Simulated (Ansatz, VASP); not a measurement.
# Two plane-wave programs on Si

```xyz
2
Lattice="0.0000 2.7350 2.7350 2.7350 0.0000 2.7350 2.7350 2.7350 0.0000" Properties=species:S:1:pos:R:3 pbc="T T T"
Si    0.0000    0.0000    0.0000
Si    1.3675    1.3675    1.3675
```

Alike in both runs: task single point; functional PBE; k mesh 8 × 8 × 8; occupations gaussian, width 0.02 eV; no spin polarisation.

```csv
,VASP,Ansatz
version,VASP 6.6.1,Ansatz 0.2.0
potentials or method,"VASP PAW PBE potentials, release 64 (Si), cutoff 500 eV","scalar-relativistic, plane waves, PAW"
valence electrons in the cell,8,8
```

VASP gave:

* gap on the k mesh at the Fermi level (eV): 0.65
* least direct gap on the mesh (eV): 2.56
* pressure (GPa): -0.1

Task: Estimate Ansatz's values.

Result: gap on the k mesh at the Fermi level (eV): 0.65; least direct gap on the mesh (eV): 2.55; pressure (GPa): 0.0.

The functional is the same, so the differences come from potentials, cutoffs and numerics.
